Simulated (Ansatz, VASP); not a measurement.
MoS2: VASP beside Ansatz

POSCAR

```
MoS2
1.0
    1.5855000000      0.9153888518      6.1149966667
   -1.5855000000      0.9153888518      6.1149966667
    0.0000000000     -1.8307777036      6.1149966667
Mo S
1 2
Direct
    0.0000000000      0.0000000000      0.0000000000
    0.2500000000      0.2500000000      0.2500000000
    0.7500000000      0.7500000000      0.7500000000
```

The input INCAR.step1:

```
SYSTEM = MoS2
ALGO = Normal
EDIFF = 1E-4
ENCUT = 520
GGA = PE
ISMEAR = -1
LASPH = .TRUE.
LCHARG = .FALSE.
LREAL = .FALSE.
LWAVE = .TRUE.
NBANDS = 20
NELM = 100
PREC = Accurate
SIGMA = 0.05
```

Contents of INCAR.step2:

```
SYSTEM = MoS2
ALGO = Normal
EDIFF = 1E-7
ENCUT = 520
ISIF = 2
ISMEAR = -1
ISTART = 1
LASPH = .TRUE.
LCHARG = .FALSE.
LMIXTAU = .TRUE.
LREAL = .FALSE.
LWAVE = .FALSE.
METAGGA = R2SCAN
NBANDS = 20
NELM = 100
PREC = Accurate
SIGMA = 0.05
```

KPOINTS

```
k-points
0
G
  6 6 6
  0 0 0
```

Contents of input.yaml:

```yaml
crystal:
  lattice:
    - [1.5855, 0.9153888518, 6.1149966667]
    - [-1.5855, 0.9153888518, 6.1149966667]
    - [0.0, -1.8307777036, 6.1149966667]
  atoms:
    - { symbol: Mo, position: [0.0, 0.0, 0.0] }
    - { symbol: S, position: [0.25, 0.25, 0.25] }
    - { symbol: S, position: [0.75, 0.75, 0.75] }
hamiltonian:
  xc: r2scan
  pseudopotentials: { kind: paw }
kpoints:
  mp_grid: { grid: [6, 6, 6] }
scf:
  occupations: { method: fermi_dirac, width: 0.05 }
  n_extra_bands: 7
output:
  forces: true
  stress: true
  eigenvalues: true
  dos: { projected: true, de: 0.05, nscf_kmesh: { grid: [9, 9, 9] } }
```

Alike in both runs: functional r2SCAN; k mesh 6 × 6 × 6; occupations fermi-dirac, width 0.05 eV; no spin polarisation.

```csv
,VASP,Ansatz
version,VASP 6.6.1,Ansatz 0.2.0
potentials or method,"VASP PAW PBE potentials, release 64 (Mo_sv, S)",Ansatz PAW
plane-wave cutoff (eV),520,500
valence electrons in the cell,26,26
task,single point,projected density of states
```

```tsv
	VASP	Ansatz	Ansatz less VASP
gap on the k mesh at the Fermi level (eV)	none	none	-
pressure (GPa)	7.0	7.0	-0.05
traceless stress, the component that is largest in VASP (GPa)	0.72	0.74	+0.021
rms of the force components (eV/Å)	0.349	0.347	-0.0019
```

VASP's potentials were made for PBE, not for r2SCAN. Atom by atom the forces differ by 0.002 eV/Å (rms over components). A gap of «none» marks a metal or a gap that the smearing closes.

The k mesh is coarse, so the values compare programs but aren't converged.
